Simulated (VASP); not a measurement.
# GdN (P4/nmm) in VASP: further runs

GdN is run at these levels: PBE+U; tasks: single point.

Everything below comes from runs of VASP 6.6.1. Logs are shortened: lines on timing, memory, paths and dates and some standing lists are left out, and cuts for length are marked.

## (1) The cell of the first run

Symmetry: P4/nmm, No. 129, tetragonal system. The conventional cell has a = 4.309 Å, b = 4.309 Å, c = 3.547 Å, α = 90.00°, β = 90.00°, γ = 90.00°. Gd (site symmetry 4mm) has 4 N at 2.33 Å within 3.1 Å. N (site symmetry -4m2) has 4 Gd at 2.33 Å and 4 N at 3.05 Å within 3.1 Å.

## (2) Single point, PBE+U, collinear spin (16.47 Å³/atom)

INCAR reads:

```
  PREC = Accurate
  ENCUT = 520
  EDIFF = 1E-7
  ISMEAR = 0
  SIGMA = 0.05
  LREAL = False
  LASPH = True
  NELM = 150
  ALGO = Normal
  ISIF = 2
  LWAVE = False
  LCHARG = True
  ISPIN = 2
  MAGMOM = 7.56 7.56 -0.11 -0.11
  LORBIT = 11
  LMAXMIX = 6
  LDAU = True
  LDAUTYPE = 2
  LDAUL = 3 -1
  LDAUU = 6 0
  LDAUJ = 0 0
  LDAUPRINT = 1
  GGA = PE
  LELF = True
  LVHAR = True
  NBANDS = 35
```

KPOINTS reads:

```
regular mesh
0
Gamma
  8 8 8
```

POSCAR reads:

```
GdN
1.0
    4.3094525775      0.0000000000      0.0000000000
    0.0000000000      4.3094525775      0.0000000000
    0.0000000000      0.0000000000      3.5470446274
Gd N
2 2
Direct
    0.5000000000      0.0000000000      0.2499408894
    0.0000000000      0.5000000000      0.7500591106
    0.0000000000      0.0000000000      0.0000000000
    0.5000000000      0.5000000000      0.0000000000
```

Potentials or basis: VASP PAW PBE potentials, release 64 (Gd, N).

Started as:

```
$ cat potpaw_PBE.64/Gd/POTCAR potpaw_PBE.64/N/POTCAR > POTCAR
$ mpirun -np 1 vasp_std > vasp.out
```

OUTCAR:

```text
PREC = Accurate
   ENCUT = 520
   EDIFF = 1E-7
   ISMEAR = 0
   LREAL = False
   LASPH = True
   NELM = 150
   ISIF = 2
   ISPIN = 2
   LORBIT = 11
   GGA = PE

 ion  position               nearest neighbor table
   1  0.500  0.000  0.250-   3 2.33   4 2.33   4 2.33   3 2.33   2 3.53   2 3.53   2 3.53   2 3.53
                             2 3.53   2 3.53   2 3.53   2 3.53
   2  0.000  0.500  0.750-   3 2.33   4 2.33   3 2.33   4 2.33   1 3.53   1 3.53   1 3.53   1 3.53
                             1 3.53   1 3.53   1 3.53   1 3.53
   3  0.000  0.000  0.000-   1 2.33   2 2.33   2 2.33   1 2.33
   4  0.500  0.500  0.000-   1 2.33   2 2.33   1 2.33   2 2.33

  LATTYP: Found a simple tetragonal cell.
 ALAT       =     4.3094525775
 C/A-ratio  =     0.8230847338

  Lattice vectors:

 A1 = (   4.3094525775,   0.0000000000,   0.0000000000)
 A2 = (   0.0000000000,   4.3094525775,   0.0000000000)
 A3 = (   0.0000000000,   0.0000000000,   3.5470446274)

Analysis of symmetry for initial positions (statically):
=====================================================================
 Subroutine PRICEL returns:
 Original cell was already a primitive cell.

 Routine SETGRP: Setting up the symmetry group for a
 simple tetragonal supercell.

 Subroutine GETGRP returns: Found 16 space group operations
 (whereof  8 operations were pure point group operations)
 out of a pool of 16 trial point group operations.

The static configuration has the point symmetry D_2d.
 The point group associated with its full space group is D_4h.

Analysis of symmetry for dynamics (positions and initial velocities):
=====================================================================
 Subroutine PRICEL returns:
 Original cell was already a primitive cell.

 Routine SETGRP: Setting up the symmetry group for a
 simple tetragonal supercell.

 Subroutine GETGRP returns: Found 16 space group operations
[... 240 lines left out ...]
  o =  0.9892  v =  0.0000 -1.0000 -0.0000  0.0000 -0.0000  0.0000  0.0000  0.0000  0.0000  0.0000  0.0000  0.0000  0.0000  0.0000      0.0000  0.0000  0.0000  0.0000  0.0000  0.0000  0.0000  0.0000  0.0000  0.0000  0.0000  0.0000  0.0000  0.0000
  o =  0.9914  v =  0.0000 -0.0000 -0.0000  0.0000  0.9433  0.0000  0.3320  0.0000  0.0000  0.0000  0.0000  0.0000  0.0000  0.0000      0.0000  0.0000  0.0000  0.0000  0.0000  0.0000  0.0000  0.0000  0.0000  0.0000  0.0000  0.0000  0.0000  0.0000
  o =  0.9914  v =  0.3320  0.0000 -0.9433 -0.0000 -0.0000 -0.0000 -0.0000  0.0000  0.0000  0.0000  0.0000  0.0000  0.0000  0.0000      0.0000  0.0000  0.0000  0.0000  0.0000  0.0000  0.0000  0.0000  0.0000  0.0000  0.0000  0.0000  0.0000  0.0000
  o =  0.9934  v = -0.9433  0.0000 -0.3320 -0.0000 -0.0000 -0.0000 -0.0000  0.0000  0.0000  0.0000  0.0000  0.0000  0.0000  0.0000      0.0000  0.0000  0.0000  0.0000  0.0000  0.0000  0.0000  0.0000  0.0000  0.0000  0.0000  0.0000  0.0000  0.0000
  o =  0.9934  v =  0.0000 -0.0000 -0.0000  0.0000  0.3320  0.0000 -0.9433  0.0000  0.0000  0.0000  0.0000  0.0000  0.0000  0.0000      0.0000  0.0000  0.0000  0.0000  0.0000  0.0000  0.0000  0.0000  0.0000  0.0000  0.0000  0.0000  0.0000  0.0000
  o =  0.9947  v =  0.0000 -0.0000  0.0000 -0.0000  0.0000 -1.0000 -0.0000  0.0000  0.0000  0.0000  0.0000  0.0000  0.0000  0.0000      0.0000  0.0000  0.0000  0.0000  0.0000  0.0000  0.0000  0.0000  0.0000  0.0000  0.0000  0.0000  0.0000  0.0000

 number of electron      45.9999979 magnetization      14.0000001

 Free energy of the ion-electron system (eV)
  ---------------------------------------------------
  ext. energy  EPLUGINS =         0.00000000
  ---------------------------------------------------
  free energy    TOTEN  =       -44.03890147 eV

  energy without entropy =      -44.03890147  energy(sigma->0) =      -44.03890147

 E-fermi :   4.1931     XC(G=0): -11.1687

 val. band max:        3.9636288624   @ k =   0.2500   0.2500   0.0000
 cond. band min:       4.3931346999   @ k =   0.0000   0.0000   0.0000
 fundamental gap:      0.4295058375
 Fermi energy:         4.1930500979

 spin component 1

 k-point     1 :       0.0000    0.0000    0.0000
  band No.  band energies     occupation
      1     -40.3535      1.00000
      2     -40.2317      1.00000
      3     -18.0150      1.00000
      4     -18.0150      1.00000
      5     -17.9021      1.00000
      6     -17.4882      1.00000
[... 1817 lines left out ...]
     34       8.8686      0.00000
     35       9.3409      0.00000

 [... further k-points ...]
[... 5 lines left out ...]
  --------------------------------------------------------------------------------------
  -------------------------------------------------------------------------------------
  Total        0.5986422      0.5986422      0.4137861      0.0000000      0.0000000      0.0000000
  in kB       14.5601896     14.5601896     10.0641162      0.0000000      0.0000000      0.0000000
  external PRESSURE =      13.0614984 kB  Pullay stress =       0.0000000 kB

 VOLUME and BASIS-vectors are now :
 -----------------------------------------------------------------------------
  energy-cutoff  :      520.00
  volume of cell :       65.87
      direct lattice vectors                 reciprocal lattice vectors
     4.309452578  0.000000000  0.000000000     0.232048034  0.000000000  0.000000000
     0.000000000  4.309452578  0.000000000     0.000000000  0.232048034  0.000000000
     0.000000000  0.000000000  3.547044627     0.000000000  0.000000000  0.281924843

 POSITION                                       TOTAL-FORCE (eV/Angst)
 -----------------------------------------------------------------------------------
      2.15473      0.00000      0.88655         0.000000      0.000000      0.056160
      0.00000      2.15473      2.66049        -0.000000      0.000000     -0.056160
      0.00000      0.00000      0.00000        -0.000000      0.000000      0.000000
      2.15473      2.15473      0.00000         0.000000     -0.000000      0.000000
 -----------------------------------------------------------------------------------
    total drift:                               -0.000000     -0.000000      0.000000

  FREE ENERGIE OF THE ION-ELECTRON SYSTEM (eV)
  ---------------------------------------------------
  free  energy   TOTEN  =       -44.0389014740 eV

  energy  without entropy=      -44.0389014740  energy(sigma->0) =      -44.03890147

 total charge

# of ion       s       p       d       f       tot
--------------------------------------------------
    1        2.040   5.630   0.618   6.989  15.276
    2        2.040   5.630   0.618   6.989  15.276
    3        1.263   2.389   0.000   0.000   3.652
    4        1.263   2.389   0.000   0.000   3.652
--------------------------------------------------
tot          6.605  16.038   1.236  13.978  37.856

 magnetization (x)

# of ion       s       p       d       f       tot
--------------------------------------------------
    1       -0.004  -0.085   0.063   6.883   6.857
    2       -0.004  -0.085   0.063   6.883   6.857
    3       -0.007  -0.076   0.000   0.000  -0.082
    4       -0.007  -0.076   0.000   0.000  -0.082
--------------------------------------------------
tot         -0.021  -0.321   0.126  13.766  13.550
```

OSZICAR:

```text
N       E                     dE             d eps       ncg     rms          rms(c)
DAV:   1     0.354475998029E+03    0.35448E+03   -0.15789E+04 15434   0.665E+03
DAV:   2     0.546010156102E+02   -0.29987E+03   -0.24588E+03 15165   0.544E+02
[... 23 lines left out ...]
DAV:  26    -0.440389009795E+02    0.46652E-06   -0.25035E-06 12661   0.197E-02    0.319E-01
DAV:  27    -0.440389016120E+02   -0.63252E-06   -0.14887E-06 15799   0.132E-02    0.387E-01
DAV:  28    -0.440389024472E+02   -0.83522E-06   -0.19938E-06 15268   0.176E-02    0.472E-01
DAV:  29    -0.440389014830E+02    0.96423E-06   -0.62268E-06 15793   0.358E-02    0.430E-01
DAV:  30    -0.440389015017E+02   -0.18671E-07   -0.11992E-06 15269   0.629E-03    0.440E-01
DAV:  31    -0.440389014740E+02    0.27652E-07   -0.52664E-08  6815   0.421E-03
   1 F= -.44038901E+02 E0= -.44038901E+02  d E =-.313766E-11  mag=    14.0000
```

stdout:

```text
POSCAR found type information on POSCAR GdN
 POSCAR found :  2 types and       4 ions
 scaLAPACK will be used
 LDA part: xc-table for (Slater+PW92), standard interpolation
 POSCAR, INCAR and KPOINTS ok, starting setup
 FFT: planning ... GRIDC
 FFT: planning ... GRID_SOFT
 FFT: planning ... GRID
 WAVECAR not read
 entering main loop
```

It took 19 min on 1 thread of Intel Xeon 8259CL, shared host; peak memory 0.41 GiB.

Results:

```yaml
Free_energy: -44.0389 eV
Pressure: 1.3 GPa
Largest_force: 0.056 eV/Å
Band_gap_on_the_k_mesh: 0.43 eV (least direct gap 0.73 eV)
Net_moment: 14.00 μB per cell
Site_moments: Gd +6.86; N -0.08 μB
Valence_electrons_inside_the_program's_atomic_spheres: Gd 15.28; N 3.65
```

Forces in eV/Å, atoms in the order of the input:
```
Gd   0.000  0.000  0.056
Gd   0.000  0.000 -0.056
N    0.000  0.000  0.000
N    0.000  0.000  0.000
```

Stress tensor (GPa, compression positive):
```
1.46 0.00 0.00
0.00 1.46 0.00
0.00 0.00 1.01
```

Levels at points of the mesh, in eV from the valence-band top:
Spin up:
```
           k point  band 28  band 29  band 30  band 31  band 32  band 33
(0.00, 0.00, 0.00)    -1.35    -0.30    -0.30     0.43     1.05     3.03
(0.50, 0.00, 0.00)    -1.88    -1.31    -1.31     1.02     1.02     3.08
(0.50, 0.50, 0.00)    -1.77    -0.35    -0.35     1.07     1.07     1.69
(0.00, 0.00, 0.50)    -2.97    -1.33    -1.33     3.24     3.55     4.08
(0.50, 0.00, 0.50)    -2.92    -2.01    -2.01     3.43     3.43     4.14
(0.50, 0.50, 0.50)    -2.37    -1.45    -1.45     2.29     2.29     3.05
```
Spin down:
```tsv
k point	band 12	band 13	band 14	band 15	band 16	band 17	band 18	band 19	band 20	band 21
(0.00, 0.00, 0.00)	-1.93	-1.93	-1.34	-0.56	-0.56	0.92	1.77	3.41	3.60	3.95
(0.50, 0.00, 0.00)	-2.81	-1.71	-1.71	-1.46	-1.46	1.52	1.52	3.36	3.36	3.44
(0.50, 0.50, 0.00)	-4.16	-1.80	-1.80	-0.76	-0.76	1.65	1.65	2.38	2.38	4.21
(0.00, 0.00, 0.50)	-3.24	-2.71	-2.71	-1.45	-1.45	3.38	3.56	4.15	4.19	4.34
(0.50, 0.00, 0.50)	-2.87	-2.72	-2.72	-2.04	-2.04	3.69	3.69	4.02	4.02	4.13
(0.50, 0.50, 0.50)	-2.83	-2.28	-2.28	-1.57	-1.57	2.75	2.75	3.25	3.25	4.14
```

Eigenvalues of the final occupation matrices:
| site | spin | trace | eigenvalues |
| --- | --- | --- | --- |
| site 1 f | 1 | 6.94 | 0.99 0.99 0.99 0.99 0.99 0.99 0.99 |
| site 1 f | 2 | 0.05 | 0.00 0.00 0.00 0.00 0.01 0.01 0.01 |
| site 2 f | 1 | 6.94 | 0.99 0.99 0.99 0.99 0.99 0.99 0.99 |
| site 2 f | 2 | 0.05 | 0.00 0.00 0.00 0.00 0.01 0.01 0.01 |

Caveat: semilocal functionals underestimate gaps, and a narrow one can read as zero; spin-orbit coupling is left out, which moves the levels of the heavy elements. A k mesh can miss the band edges.

## (3) Single point, PBE+U, collinear spin (16.80 Å³/atom)

This run uses another cell than the first one, of 16.80 Å³/atom.

INCAR reads:

```
SYSTEM = GdN
PREC     = Accurate       ! precision mode
ENCUT    = 520            ! plane-wave cutoff, eV
EDIFF    = 1E-6           ! SCF threshold, eV
ISMEAR   = 0              ! smearing method
SIGMA    = 0.05           ! smearing width, eV
LREAL    = .False.        ! projectors in reciprocal space
LASPH    = .True.         ! aspherical terms in the spheres
NELM     = 150            ! most SCF steps
ALGO     = Normal         ! electronic algorithm
ISIF     = 2              ! what is computed and relaxed
LWAVE    = .False.        ! write WAVECAR
LCHARG   = .True.         ! write CHGCAR
ISPIN    = 2              ! spin polarisation
MAGMOM   = 7.56 7.56 -0.11 -0.11 ! initial moments
LORBIT   = 11             ! projections on sites
LMAXMIX  = 6              ! l up to which the mixer works
LDAU     = .True.         ! DFT+U
LDAUTYPE = 2            
LDAUL    = 3 -1           ! shell
LDAUU    = 6 0            ! U, eV
LDAUJ    = 0 0          
LDAUPRINT= 1            
GGA      = PE             ! functional
LELF     = .True.         ! ELF
LVHAR    = .True.       
NBANDS   = 35             ! bands
```

KPOINTS reads:

```
Automatic mesh
0
Gamma
  8 8 8
  0 0 0
```

POSCAR reads:

```
GdN
1.0
    4.3247826489      0.0000000000      0.0000000000
    0.0000000000      4.3247826489      0.0000000000
    0.0000000000      0.0000000000      3.5938191369
Gd N
2 2
Direct
    0.5000000000      0.0000000000      0.2439616392
    0.0000000000      0.5000000000      0.7560383608
    0.0000000000      0.0000000000      0.0000000000
    0.5000000000      0.5000000000      0.0000000000
```

Potentials or basis: VASP PAW PBE potentials, release 64 (Gd, N).

Started as:

```
$ cat potpaw_PBE.64/Gd/POTCAR potpaw_PBE.64/N/POTCAR > POTCAR
$ mpirun -np 1 vasp_std > vasp.out
```

It took 14 min on 1 thread of Intel Xeon 8259CL, shared host; peak memory 0.4 GiB.

Results (log left out):

| Quantity | Value |
| --- | --- |
| Free energy | -44.0423 eV |
| Pressure | 0.2 GPa |
| Largest force | 0.049 eV/Å |
| Band gap on the k mesh | 0.29 eV (least direct gap 0.61 eV) |
| Net moment | 14.00 μB per cell |
| Site moments | Gd +6.86; N -0.08 μB |
| Valence electrons inside the program's atomic spheres | Gd 15.27; N 3.65 |

Forces on the atoms (eV/Å):
```
Gd   0.000  0.000  0.049
Gd   0.000  0.000 -0.049
N    0.000  0.000  0.000
N    0.000  0.000  0.000
```

Stress tensor (GPa, compression positive):
```
0.31 0.00 0.00
0.00 0.31 0.00
0.00 0.00 0.02
```

Levels at points of the mesh, in eV from the valence-band top:
Spin up:
```csv
k point,band 26,band 27,band 28,band 29,band 30,band 31,band 32,band 33,band 34,band 35
"(0.00, 0.00, 0.00)",-2.19,-2.19,-1.38,-0.31,-0.31,0.29,1.12,3.01,3.89,3.90
"(0.50, 0.00, 0.00)",-2.84,-1.88,-1.88,-1.31,-1.31,0.93,0.93,3.11,3.11,3.17
"(0.50, 0.50, 0.00)",-4.31,-1.77,-1.77,-0.37,-0.37,1.04,1.04,1.61,1.61,5.76
"(0.00, 0.00, 0.50)",-3.19,-2.88,-2.88,-1.29,-1.29,3.12,3.67,3.97,3.97,5.62
"(0.50, 0.00, 0.50)",-2.91,-2.85,-2.85,-2.03,-2.03,3.36,3.36,4.12,4.12,5.69
"(0.50, 0.50, 0.50)",-2.98,-2.35,-2.35,-1.49,-1.49,2.30,2.30,3.03,3.03,4.52
```
Spin down:
| k point | band 13 | band 14 | band 15 | band 16 | band 17 | band 18 | band 19 | band 20 |
| --- | --- | --- | --- | --- | --- | --- | --- | --- |
| (0.00, 0.00, 0.00) | -1.92 | -1.37 | -0.58 | -0.58 | 0.77 | 1.83 | 3.40 | 3.61 |
| (0.50, 0.00, 0.00) | -1.71 | -1.71 | -1.47 | -1.47 | 1.42 | 1.42 | 3.38 | 3.38 |
| (0.50, 0.50, 0.00) | -1.80 | -1.80 | -0.77 | -0.77 | 1.60 | 1.60 | 2.28 | 2.28 |
| (0.00, 0.00, 0.50) | -2.62 | -2.62 | -1.41 | -1.41 | 3.33 | 3.63 | 4.10 | 4.19 |
| (0.50, 0.00, 0.50) | -2.64 | -2.64 | -2.06 | -2.06 | 3.64 | 3.64 | 3.99 | 3.99 |
| (0.50, 0.50, 0.50) | -2.27 | -2.27 | -1.59 | -1.59 | 2.74 | 2.74 | 3.21 | 3.21 |

Eigenvalues of the final occupation matrices:
```csv
site,spin,trace,eigenvalues
site 1 f,1,6.94,0.99 0.99 0.99 0.99 0.99 0.99 0.99
site 1 f,2,0.05,0.00 0.00 0.00 0.00 0.01 0.01 0.01
site 2 f,1,6.94,0.99 0.99 0.99 0.99 0.99 0.99 0.99
site 2 f,2,0.05,0.00 0.00 0.00 0.00 0.01 0.01 0.01
```

Caveat: semilocal functionals underestimate gaps, and a narrow one can read as zero; spin-orbit coupling is left out, which moves the levels of the heavy elements. A k mesh can miss the band edges.

## (4) Single point, PBE+U, collinear spin (17.48 Å³/atom)

This run uses another cell than the first one, of 17.48 Å³/atom.

INCAR reads:

```
ALGO = Normal
EDIFF = 1E-6
ENCUT = 520
GGA = PE
ISIF = 2
ISMEAR = 0
ISPIN = 2
LASPH = True
LCHARG = False
LDAU = True
LDAUJ = 0 0
LDAUL = 3 -1
LDAUPRINT = 1
LDAUTYPE = 2
LDAUU = 6 0
LMAXMIX = 6
LORBIT = 11
LREAL = False
LWAVE = False
MAGMOM = 7.56 7.56 -0.12 -0.12
NBANDS = 35
NELM = 150
PREC = Accurate
SIGMA = 0.05
```

KPOINTS reads:

```
k-points
0
Gamma
  8 8 8
```

POSCAR reads:

```
GdN
1.0
    4.3498645346      0.0000000000      0.0000000000
    0.0000000000      4.3498645346      0.0000000000
    0.0000000000      0.0000000000      3.6945935169
Gd N
2 2
Direct
    0.5000000000      0.0000000000      0.2322330734
    0.0000000000      0.5000000000      0.7677669266
    0.0000000000      0.0000000000      0.0000000000
    0.5000000000      0.5000000000      0.0000000000
```

Started as:

```
$ cat potpaw_PBE.64/Gd/POTCAR potpaw_PBE.64/N/POTCAR > POTCAR
$ mpirun -np 1 vasp_std > vasp.out
```

Run time: 7.8 min. Hardware: 1 thread of Intel Xeon Platinum 8259CL at 2.50GHz (Skylake/Cascade Lake), shared host; peak memory 0.41 GiB.

It converged, with:

| Item | Value |
| --- | --- |
| Free energy | -44.0281 eV |
| Pressure | -1.3 GPa |
| Largest force | 0.049 eV/Å |
| Band gap on the k mesh | 0.04 eV (least direct gap 0.38 eV) |
| Net moment | 14.00 μB per cell |
| Site moments | Gd +6.86; N -0.09 μB |
| Valence electrons inside the program's atomic spheres | Gd 15.26; N 3.64 |

Forces on the atoms (eV/Å):
```
Gd   0.000  0.000  0.049
Gd   0.000  0.000 -0.049
N    0.000  0.000  0.000
N    0.000  0.000  0.000
```

Stress tensor (GPa, compression positive):
```
-1.24  0.00  0.00
 0.00 -1.24  0.00
 0.00  0.00 -1.54
```

Levels at points of the mesh, in eV from the valence-band top:
Spin up:
```
           k point  band 27  band 28  band 29  band 30  band 31  band 32  band 33  band 34
(0.00, 0.00, 0.00)    -2.17    -1.43    -0.34    -0.34     0.04     1.25     3.01     3.78
(0.50, 0.00, 0.00)    -1.89    -1.89    -1.33    -1.33     0.79     0.79     3.19     3.19
(0.50, 0.50, 0.00)    -1.77    -1.77    -0.41    -0.41     1.00     1.00     1.47     1.47
(0.00, 0.00, 0.50)    -2.73    -2.73    -1.21    -1.21     2.90     3.80     3.80     3.91
(0.50, 0.00, 0.50)    -2.71    -2.71    -2.06    -2.06     3.22     3.22     4.10     4.10
(0.50, 0.50, 0.50)    -2.32    -2.32    -1.55    -1.55     2.30     2.30     3.01     3.01
```
Spin down:
| k point | band 13 | band 14 | band 15 | band 16 | band 17 | band 18 | band 19 | band 20 |
| --- | --- | --- | --- | --- | --- | --- | --- | --- |
| (0.00, 0.00, 0.00) | -1.91 | -1.42 | -0.60 | -0.60 | 0.49 | 1.96 | 3.40 | 3.64 |
| (0.50, 0.00, 0.00) | -1.72 | -1.72 | -1.49 | -1.49 | 1.25 | 1.25 | 3.42 | 3.42 |
| (0.50, 0.50, 0.00) | -1.80 | -1.80 | -0.80 | -0.80 | 1.53 | 1.53 | 2.11 | 2.11 |
| (0.00, 0.00, 0.50) | -2.47 | -2.47 | -1.34 | -1.34 | 3.23 | 3.75 | 4.01 | 4.19 |
| (0.50, 0.00, 0.50) | -2.51 | -2.51 | -2.09 | -2.09 | 3.52 | 3.52 | 3.95 | 3.95 |
| (0.50, 0.50, 0.50) | -2.24 | -2.24 | -1.63 | -1.63 | 2.71 | 2.71 | 3.16 | 3.16 |

Eigenvalues of the final occupation matrices:
| site | spin | trace | eigenvalues |
| --- | --- | --- | --- |
| site 1 f | 1 | 6.94 | 0.99 0.99 0.99 0.99 0.99 0.99 0.99 |
| site 1 f | 2 | 0.05 | 0.00 0.00 0.00 0.00 0.01 0.01 0.01 |
| site 2 f | 1 | 6.94 | 0.99 0.99 0.99 0.99 0.99 0.99 0.99 |
| site 2 f | 2 | 0.05 | 0.00 0.00 0.00 0.00 0.01 0.01 0.01 |

Caveat: the smearing spreads over this small gap; semilocal functionals underestimate gaps, and a narrow one can read as zero; spin-orbit coupling is left out, which moves the levels of the heavy elements. A k mesh can miss the band edges.

[end of part 1 of 2]

The gap in the log of VASP goes by the Fermi energy; the results here count the filled bands.